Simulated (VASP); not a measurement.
Set up this calculation in VASP 6.6.1, as the native input.

- Task: single point
- Functional: r2SCAN
- Potentials or basis: VASP PAW PBE potentials, release 64 (Ge_d)
- Cutoff: 520 eV
- k mesh: 12 × 12 × 6
- Occupations: gaussian, width 0.01 eV
- Spin: no spin polarisation
- Dipole correction: no
- Further INCAR settings: ALGO = Normal; EDIFF = 1e-07; NBANDS = 36

Crystal: Ge.

```
Ge
1.0
     3.99565    0.00000    0.00000
    -1.99782    3.46033    0.00000
     0.00000    0.00000    6.60271
Ge
4
Direct
  0.66667 0.33333 0.06298
  0.33333 0.66667 0.56298
  0.66667 0.33333 0.43702
  0.33333 0.66667 0.93702
```

This isn't the form of Ge at room conditions, which is diamond.

These files were run (other wordings do the same):

POSCAR

```
Ge
1.0
    3.9956487028      0.0000000000      0.0000000000
   -1.9978243514      3.4603332812      0.0000000000
    0.0000000000      0.0000000000      6.6027109801
Ge
4
Direct
    0.6666666667      0.3333333333      0.0629814342
    0.3333333333      0.6666666667      0.5629814342
    0.6666666667      0.3333333333      0.4370185658
    0.3333333333      0.6666666667      0.9370185658
```

INCAR.step1

```
SYSTEM = Ge
PREC = Accurate ; ENCUT = 520
ISMEAR = 0 ; SIGMA = 0.01
LREAL = .False. ; LASPH = .True.
NELM = 60 ; NBANDS = 36
GGA = PE ; ALGO = Normal
EDIFF = 1E-4 ; LWAVE = .True.
LCHARG = .False.
```

INCAR.step2

```
SYSTEM = Ge
PREC = Accurate ; ENCUT = 520
EDIFF = 1E-7 ; ISMEAR = 0
SIGMA = 0.01 ; LREAL = .False.
LASPH = .True. ; NELM = 60
ALGO = Normal ; ISIF = 2
LWAVE = .False. ; LCHARG = .False.
METAGGA = R2SCAN ; LMIXTAU = .True.
NBANDS = 36 ; ISTART = 1
```

KPOINTS

```
Automatic mesh
0
Gamma
  12 12 6
  0 0 0
```

Potentials or basis: VASP PAW PBE potentials, release 64 (Ge_d).

Command:

```sh
$ cat potpaw_PBE.64/Ge_d/POTCAR > POTCAR
$ cp INCAR.step1 INCAR
$ mpirun -np 1 vasp_std > vasp.out
$ cp INCAR.step2 INCAR
$ mpirun -np 1 vasp_std > vasp.out
```

Results of the run:

The pressure is 0.1 GPa. The largest force is 0.005 eV/Å and the band gap on the k mesh is 0.08 eV.

Caveat: semilocal functionals underestimate gaps, and a narrow one can read as zero; the PAW data sets were made with another functional, which shifts forces and pressure a little.

It took 26 min on 1 thread of Intel Xeon 8259CL, on a shared host, peak memory 0.32 GiB.
